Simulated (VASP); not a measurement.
Set up this calculation in VASP 6.6.1, as the native input.

```yaml
Task: single point
Functional: PBEsol
Potentials_or_basis: VASP PAW PBE potentials, release 64 (Hf_pv, N)
Cutoff: 520 eV
k_mesh: 16 × 16 × 16
Occupations: fermi-dirac, width 0.15 eV
Spin: no spin polarisation
Dipole_correction: no
Further_INCAR_settings: ALGO = Normal; EDIFF = 1e-07; NBANDS = 14
```

The structure of HfN lies in POSCAR:

```
HfN
1.0
    0.0000000000      2.1862176670      2.1862176670
    2.1862176670      0.0000000000      2.1862176670
    2.1862176670      2.1862176670      0.0000000000
Hf N
1 1
Direct
    0.0000000000      0.0000000000      0.0000000000
    0.5000000000      0.5000000000      0.5000000000
```

These files were run (other wordings do the same):

INCAR

```
SYSTEM = HfN
PREC     = Accurate       ! precision mode
ENCUT    = 520            ! plane-wave cutoff, eV
EDIFF    = 1E-7           ! SCF threshold, eV
ISMEAR   = -1             ! smearing method
SIGMA    = 0.15           ! smearing width, eV
LREAL    = .False.        ! projectors in reciprocal space
LASPH    = .True.         ! aspherical terms in the spheres
NELM     = 60             ! most SCF steps
ALGO     = Normal         ! electronic algorithm
ISIF     = 2              ! what is computed and relaxed
LWAVE    = .False.        ! write WAVECAR
LCHARG   = .False.        ! write CHGCAR
GGA      = PS             ! functional
NBANDS   = 14             ! bands
```

KPOINTS

```
Automatic mesh
0
Gamma
  16 16 16
  0 0 0
```

Potentials or basis: VASP PAW PBE potentials, release 64 (Hf_pv, N).

The run is started by

```console
$ cat potpaw_PBE.64/Hf_pv/POTCAR potpaw_PBE.64/N/POTCAR > POTCAR
$ mpirun -np 1 vasp_std > vasp.out
```

Results of the run:

```json
{"Pressure": "27.8 GPa", "Band gap on the k mesh": "zero (an odd number of electrons rules out a gap without spin polarisation)"}
```

Caveat: the cell stands under pressure; the PAW data sets were made with another functional, which shifts forces and pressure a little; spin-orbit coupling is left out, which moves the levels of the heavy elements.

Run time: 14 s on 1 thread of Intel(R) Xeon(R) 6975P-C (Granite Rapids) (shared host), peak memory 0.17 GiB.
